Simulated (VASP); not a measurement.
# SnGeTe2 (P4/mmm) in VASP: further runs

The runs below take SnGeTe2 through single point, with PBE.

All numbers are computed with VASP 6.6.1; they aren't measurements. Logs are shortened: lines on timing, memory, paths and dates and some standing lists are left out, and cuts for length are marked.

### 1 The cell of the first run

The structure is tetragonal, space group P4/mmm (No. 123). Conventional cell: a = 4.403 Å, b = 4.403 Å, c = 6.224 Å, α = 90.00°, β = 90.00°, γ = 90.00°. Sn (site symmetry 4/mmm) has 6 Te at 3.11 Å within 4.1 Å. Within 4.1 Å of Ge (site symmetry 4/mmm) lie 6 Te at 3.11 Å. Te (site symmetry 4/mmm) has 2 Ge at 3.11 Å and 4 Sn at 3.11 Å within 4.1 Å. Within 4.1 Å of Te (site symmetry 4/mmm) lie 2 Sn at 3.11 Å and 4 Ge at 3.11 Å.

### 2 Single point, PBE

INCAR

```
SYSTEM = SnGeTe2
  PREC = Accurate
  ENCUT = 520
  EDIFF = 1E-7
  ISMEAR = 0
  SIGMA = 0.1
  LREAL = .False.
  LASPH = .True.
  NELM = 100
  ALGO = Normal
  ISIF = 2
  LWAVE = .False.
  LCHARG = .False.
  GGA = PE
  NBANDS = 28
```

KPOINTS

```
regular mesh
0
Gamma
  4 4 4
  0 0 0
```

POSCAR

```
SnGeTe2
1.0
    4.4029257000      0.0000000000      0.0000000000
    0.0000000000      4.4029257000      0.0000000000
    0.0000000000      0.0000000000      6.2241836000
Sn Ge Te
1 1 2
Direct
    0.5000000000      0.5000000000      0.5000000000
    0.0000000000      0.0000000000      0.0000000000
    0.0000000000      0.0000000000      0.5000000000
    0.5000000000      0.5000000000      0.0000000000
```

Potentials or basis: VASP PAW PBE potentials, release 64 (Sn_d, Ge_d, Te).

The run is started by

```
$ cat potpaw_PBE.64/Sn_d/POTCAR potpaw_PBE.64/Ge_d/POTCAR potpaw_PBE.64/Te/POTCAR > POTCAR
$ mpirun -np 1 vasp_std > vasp.out
```

OUTCAR:

```text
SYSTEM = SnGeTe2
   PREC = Accurate
   ENCUT = 520
   EDIFF = 1E-7
   ISMEAR = 0
   LREAL = .False.
   LASPH = .True.
   NELM = 100
   ISIF = 2
   GGA = PE

 ion  position               nearest neighbor table
   1  0.500  0.500  0.500-   4 3.11   4 3.11   3 3.11   3 3.11   3 3.11   3 3.11
   2  0.000  0.000  0.000-   3 3.11   3 3.11   4 3.11   4 3.11   4 3.11   4 3.11
   3  0.000  0.000  0.500-   2 3.11   2 3.11   1 3.11   1 3.11   1 3.11   1 3.11
   4  0.500  0.500  0.000-   1 3.11   1 3.11   2 3.11   2 3.11   2 3.11   2 3.11

  LATTYP: Found a simple tetragonal cell.
 ALAT       =     4.4029257000
 C/A-ratio  =     1.4136472028

  Lattice vectors:

 A1 = (   4.4029257000,   0.0000000000,   0.0000000000)
 A2 = (   0.0000000000,   4.4029257000,   0.0000000000)
 A3 = (   0.0000000000,   0.0000000000,   6.2241836000)

Analysis of symmetry for initial positions (statically):
=====================================================================
 Subroutine PRICEL returns:
 Original cell was already a primitive cell.

 Routine SETGRP: Setting up the symmetry group for a
 simple tetragonal supercell.

 Subroutine GETGRP returns: Found 16 space group operations
 (whereof 16 operations were pure point group operations)
 out of a pool of 16 trial point group operations.

The static configuration has the point symmetry D_4h.

Analysis of symmetry for dynamics (positions and initial velocities):
=====================================================================
 Subroutine PRICEL returns:
 Original cell was already a primitive cell.

 Routine SETGRP: Setting up the symmetry group for a
 simple tetragonal supercell.

 Subroutine GETGRP returns: Found 16 space group operations
 (whereof 16 operations were pure point group operations)
 out of a pool of 16 trial point group operations.

The dynamic configuration has the point symmetry D_4h.

 Subroutine INISYM returns: Found 16 space group operations
 (whereof 16 operations are pure point group operations),
 and found     1 'primitive' translations

----------------------------------------------------------------------------------------

                                     Primitive cell

  volume of cell :     120.6605

  direct lattice vectors                    reciprocal lattice vectors
     4.402925700  0.000000000  0.000000000     0.227121707  0.000000000  0.000000000
     0.000000000  4.402925700  0.000000000     0.000000000  0.227121707  0.000000000
     0.000000000  0.000000000  6.224183600     0.000000000  0.000000000  0.160663641

  length of vectors
     4.402925700  4.402925700  6.224183600     0.227121707  0.227121707  0.160663641

  position of ions in fractional coordinates (direct lattice)
     0.500000000  0.500000000  0.500000000
     0.000000000  0.000000000  0.000000000
     0.000000000  0.000000000  0.500000000
     0.500000000  0.500000000  0.000000000

  ion indices of the primitive-cell ions
   primitive index   ion index
                 1           1
                 2           2
                 3           3
                 4           4

----------------------------------------------------------------------------------------

 KPOINTS: regular mesh

Automatic generation of k-mesh.
 Grid dimensions read from file:
 generate k-points for:    4    4    4

 Generating k-lattice:

  Cartesian coordinates                     Fractional coordinates (reciprocal lattice)
     0.056780427  0.000000000  0.000000000     0.250000000  0.000000000  0.000000000
     0.000000000  0.056780427  0.000000000     0.000000000  0.250000000  0.000000000
     0.000000000  0.000000000  0.040165910     0.000000000  0.000000000  0.250000000

  Length of vectors
     0.056780427  0.056780427  0.040165910

  Shift w.r.t. Gamma in fractional coordinates (k-lattice)
     0.000000000  0.000000000  0.000000000

 Subroutine IBZKPT returns following result:
 ===========================================

 Found     18 irreducible k-points:

 Following reciprocal coordinates:
            Coordinates               Weight
  0.000000  0.000000  0.000000      1.000000
  0.250000  0.000000  0.000000      4.000000
  0.500000  0.000000  0.000000      2.000000
  0.250000  0.250000  0.000000      4.000000
  0.500000  0.250000  0.000000      4.000000
  0.500000  0.500000  0.000000      1.000000
[... 10 lines left out ...]
  0.500000  0.250000  0.500000      4.000000
  0.500000  0.500000  0.500000      1.000000
   k-points           NKPTS =     18   k-points in BZ     NKDIM =     18   number of bands    NBANDS=     28
   number of dos      NEDOS =    301   number of ions     NIONS =      4
   total plane-waves  NPLWV =  62208
   dimension x,y,z NGX =    36 NGY =   36 NGZ =   48
   dimension x,y,z NGXF=    72 NGYF=   72 NGZF=   96
   ions per type =               1   1   2
   NGX,Y,Z   is equivalent  to a cutoff of  13.59, 13.59, 12.82 a.u.
   NGXF,Y,Z  is equivalent  to a cutoff of  27.19, 27.19, 25.64 a.u.
 SYSTEM =  SnGeTe2
   PREC   = accura    normal or accurate (medium, high low for compatibility)
   ISTART =      0    job   : 0-new  1-cont  2-samecut
   ICHARG =      2    charge: 1-file 2-atom 10-const
   ISPIN  =      1    spin polarized calculation?
   LNONCOLLINEAR =      F non collinear calculations
   LSORBIT =      F    spin-orbit coupling
   LASPH  =      T    aspherical Exc in radial PAW
   ENCUT  =  520.0 eV  38.22 Ry    6.18 a.u.   8.19  8.19 11.57*2*pi/ulx,y,z
   NELM   =    100;   NELMIN=  2; NELMDL= -5     # of ELM steps
   EDIFF  = 0.1E-06   stopping-criterion for ELM
   LREAL  =      F    real-space projection
   EDIFFG = 0.1E-05   stopping-criterion for IOM
   NSW    =      0    number of steps for IOM
   IBRION =     -1    ionic relax: 0-MD 1-quasi-New 2-CG
   NFREE  =      0    steps in history (QN), initial steepest desc. (CG)
   ISIF   =      2    stress and relaxation
   ISYM   =      2    0-nonsym 1-usesym 2-fastsym
   POTIM  = 0.5000    time-step for ionic-motion
   TEBEG  =    0.0;   TEEND  =   0.0 temperature during run
   PSTRESS=    0.0 pullay stress
   NELECT =      40.0000    total number of electrons
   NUPDOWN=      -1.0000    fix difference up-down
   EMIN   =  10.00;   EMAX   =-10.00  energy-range for DOS
   EFERMI =   0.00;   METHOD = LEGACY
   ISMEAR =     0;   SIGMA  =   0.10  broadening in eV -4-tet -1-fermi 0-gaus
   EFERMI_NEDOS =   21; number of points for ismear=-14 and -15
   IALGO  =     38    algorithm
   IMIX   =      4    mixing-type and parameters
     AMIX     =   0.40;   BMIX     =  1.00
     AMIX_MAG =   1.60;   BMIX_MAG =  1.00
  volume/ion in A,a.u.               =      30.17       203.56
  Fermi-wavevector in a.u.,A,eV,Ry     =   1.133026  2.141108 17.466444  1.283747
  Thomas-Fermi vector in A             =   2.269728
   LORBIT       =      0    0 simple, 1 ext, 2 COOP (PROOUT), +10 PAW based schemes
   GGA     = PE    functional components
   LHFCALC =     F    Hartree Fock is set to
   AEXX    =    0.0000 exact exchange contribution
   IVDW    =     0    specifies the selected vdW correction
   LEPSILON=     F    determine dielectric tensor
   LRPA    =     F    only Hartree local field effects (RPA)
 non-spin polarized calculation
 Gauss-broadening in eV      SIGMA  =   0.10
  energy-cutoff  :      520.00
  volume of cell :      120.66
 maximum number of plane-waves:      3283
 NGX is ok and might be reduce to    36

 number of electron      40.0000016 magnetization

 Free energy of the ion-electron system (eV)
  ---------------------------------------------------
  ext. energy  EPLUGINS =         0.00000000
  ---------------------------------------------------
  free energy    TOTEN  =       -15.26238442 eV

  energy without entropy =      -15.25777541  energy(sigma->0) =      -15.26007992

 E-fermi :   6.2405     XC(G=0):  -9.4878

 val. band max:        5.6876658996   @ k =   0.5000   0.5000   0.5000
 cond. band min:       6.2434998014   @ k =   0.5000   0.0000   0.5000
 fundamental gap:      0.5558339018
 Fermi energy:         6.2405376995

 k-point     1 :       0.0000    0.0000    0.0000
  band No.  band energies     occupation
      1     -19.0415      2.00000
      2     -19.0398      2.00000
      3     -19.0384      2.00000
      4     -19.0376      2.00000
      5     -19.0376      2.00000
      6     -15.6608      2.00000
[... 20 lines left out ...]
     27      11.2265      0.00000
     28      11.2278      0.00000

 k-point     2 :       0.2500    0.0000    0.0000
  band No.  band energies     occupation
      1     -19.0412      2.00000
      2     -19.0403      2.00000
      3     -19.0378      2.00000
      4     -19.0377      2.00000
      5     -19.0375      2.00000
      6     -15.6587      2.00000
[... 20 lines left out ...]
     27      10.9882      0.00000
     28      11.6531      0.00000

 k-point     3 :       0.5000    0.0000    0.0000
  band No.  band energies     occupation
      1     -19.0410      2.00000
      2     -19.0409      2.00000
      3     -19.0380      2.00000
      4     -19.0375      2.00000
      5     -19.0372      2.00000
      6     -15.6588      2.00000
[... 20 lines left out ...]
     27      11.9914      0.00000
     28      12.4942      0.00000

 k-point     4 :       0.2500    0.2500    0.0000
  band No.  band energies     occupation
      1     -19.0409      2.00000
      2     -19.0409      2.00000
      3     -19.0377      2.00000
      4     -19.0377      2.00000
      5     -19.0373      2.00000
      6     -15.6595      2.00000
[... 392 lines left out ...]
     27      11.9631      0.00000
     28      12.4871      0.00000

 k-point    17 :       0.5000    0.2500    0.5000
  band No.  band energies     occupation
      1     -19.0414      2.00000
      2     -19.0405      2.00000
      3     -19.0379      2.00000
      4     -19.0377      2.00000
      5     -19.0367      2.00000
      6     -15.6637      2.00000
[... 20 lines left out ...]
     27      12.5062      0.00000
     28      12.5741      0.00000

 k-point    18 :       0.5000    0.5000    0.5000
  band No.  band energies     occupation
      1     -19.0420      2.00000
      2     -19.0402      2.00000
      3     -19.0379      2.00000
      4     -19.0379      2.00000
      5     -19.0361      2.00000
      6     -15.6686      2.00000
[... 20 lines left out ...]
     27      11.6826      0.00000
     28      11.6826      0.00000

------------------------ aborting loop because EDIFF is reached ----------------------------------------

  FORCE on cell =-STRESS in cart. coord.  units (eV):
  Direction    XX          YY          ZZ          XY          YZ          ZX
  --------------------------------------------------------------------------------------
  -------------------------------------------------------------------------------------
  Total       -0.1904757     -0.1904757     -0.1862042      0.0000000      0.0000000      0.0000000
  in kB       -2.5292111     -2.5292111     -2.4724919      0.0000000      0.0000000      0.0000000
  external PRESSURE =      -2.5103047 kB  Pullay stress =       0.0000000 kB

 VOLUME and BASIS-vectors are now :
 -----------------------------------------------------------------------------
  energy-cutoff  :      520.00
  volume of cell :      120.66
      direct lattice vectors                 reciprocal lattice vectors
     4.402925700  0.000000000  0.000000000     0.227121707  0.000000000  0.000000000
     0.000000000  4.402925700  0.000000000     0.000000000  0.227121707  0.000000000
     0.000000000  0.000000000  6.224183600     0.000000000  0.000000000  0.160663641

 POSITION                                       TOTAL-FORCE (eV/Angst)
 -----------------------------------------------------------------------------------
      2.20146      2.20146      3.11209         0.000000      0.000000      0.000000
      0.00000      0.00000      0.00000         0.000000      0.000000      0.000000
      0.00000      0.00000      3.11209         0.000000      0.000000      0.000000
      2.20146      2.20146      0.00000         0.000000      0.000000      0.000000
 -----------------------------------------------------------------------------------
    total drift:                                0.000000      0.000000      0.000000

  FREE ENERGIE OF THE ION-ELECTRON SYSTEM (eV)
  ---------------------------------------------------
  free  energy   TOTEN  =       -15.2623844243 eV

  energy  without entropy=      -15.2577754060  energy(sigma->0) =      -15.26007992
```

Wall time 31 s (1 thread of Intel Xeon 6975P-C (Granite Rapids), shared host); peak memory 0.26 GiB.

Results:

* Free energy: -15.2624 eV
* Pressure: -0.3 GPa

Caveat: spin-orbit coupling is left out, which moves the levels of the heavy elements.

### 3 Single point, PBE

This run uses another cell than the first one: it holds 8 atoms, not 4.

INCAR

```
PREC     = Accurate       # precision mode
ENCUT    = 520            # plane-wave cutoff, eV
EDIFF    = 1E-6           # SCF threshold, eV
ISMEAR   = 0              # smearing method
SIGMA    = 0.2            # smearing width, eV
LREAL    = False          # projectors in reciprocal space
LASPH    = True           # aspherical terms in the spheres
NELM     = 80             # most SCF steps
ALGO     = Normal         # electronic algorithm
ISIF     = 2              # what is computed and relaxed
LWAVE    = False          # write WAVECAR
LCHARG   = False          # write CHGCAR
GGA      = PE             # functional
NBANDS   = 50             # bands
```

KPOINTS

```
regular mesh
0
Gamma
  6 6 2
```

POSCAR

```
SnGeTe2
1.0
    4.4029257000      0.0000000000      0.0000000000
    0.0000000000      4.4029257000      0.0000000000
    0.0000000000      0.0000000000     12.4483672000
Sn Ge Te
2 2 4
Direct
    0.5000000000      0.5000000000      0.2500000000
    0.5000000000      0.5000000000      0.7500000000
    0.0000000000      0.0000000000      0.0000000000
    0.0000000000      0.0000000000      0.5000000000
    0.0000000000      0.0000000000      0.2500000000
    0.0000000000      0.0000000000      0.7500000000
    0.5000000000      0.5000000000      0.0000000000
    0.5000000000      0.5000000000      0.5000000000
```

Potentials or basis: VASP PAW PBE potentials, release 64 (Sn_d, Ge_d, Te).

The run is started by

```
$ cat potpaw_PBE.64/Sn_d/POTCAR potpaw_PBE.64/Ge_d/POTCAR potpaw_PBE.64/Te/POTCAR > POTCAR
$ mpirun -np 1 vasp_std > vasp.out
```

Wall time 2.4 min (1 thread of Intel Xeon 6975P-C (Granite Rapids), shared host); peak memory 0.45 GiB.

It converged, with:

```
Free energy : -30.5107 eV
Pressure    : -0.1 GPa
```

Stress tensor (GPa, compression positive):
```
-0.20  0.00  0.00
 0.00 -0.20  0.00
 0.00  0.00  0.13
```

Levels at points of the mesh, in eV from the Fermi level:
```csv
k point,band 37,band 38,band 39,band 40,band 41,band 42,band 43,band 44
"(0.00, 0.00, 0.00)",-1.91,-1.90,-1.90,-1.82,1.88,2.30,2.46,3.18
"(0.50, 0.00, 0.00)",-1.27,-0.81,-0.65,0.07,0.09,0.11,0.40,0.50
"(0.50, 0.50, 0.00)",-3.54,-3.51,-0.92,-0.47,0.54,1.13,2.47,2.47
"(0.00, 0.00, 0.50)",-2.22,-2.22,-0.85,-0.85,1.33,1.33,2.67,2.67
"(0.50, 0.00, 0.50)",-1.10,-1.10,-0.56,-0.56,0.37,0.37,0.74,0.74
"(0.50, 0.50, 0.50)",-2.55,-2.55,-2.34,-2.34,2.63,2.63,3.27,3.27
```

Caveat: spin-orbit coupling is left out, which moves the levels of the heavy elements.

[end of part 1 of 2]
